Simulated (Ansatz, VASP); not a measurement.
# Fe in VASP and in Ansatz

```
Fe
1.0
     4.05246    0.00000    0.00000
    -2.02623    3.50953    0.00000
     0.00000    0.00000    2.48416
Fe
3
Cartesian
  0.0000 0.0000 0.0000
  0.0000 2.3397 1.2421
  2.0262 1.1698 1.2421
```

Alike in both runs: task relaxation of cell and atoms; functional PBE; k mesh 9 × 9 × 13; occupations fermi-dirac, width 0.1 eV; no spin polarisation.

```csv
,VASP,Ansatz
version,VASP 6.6.1,Ansatz 0.2.0
potentials or method,"VASP PAW PBE potentials, release 64 (Fe), cutoff 600 eV","plane waves (420 eV) with PAW, scalar-relativistic"
valence electrons in the cell,24,48
```

Ansatz gave:

```
relaxed volume (Å³/atom)                                     : 10.42
relaxed cell length with the largest relative difference (Å) : 3.859
```

Question: What did VASP give for the same quantities?

Answer: Relaxed volume (Å³/atom): 10.39; relaxed cell length with the largest relative difference (Å): 3.855.

VASP's potentials hold 24 valence electrons a cell and Ansatz's 48, so a difference there can come from the potentials and not from the codes.
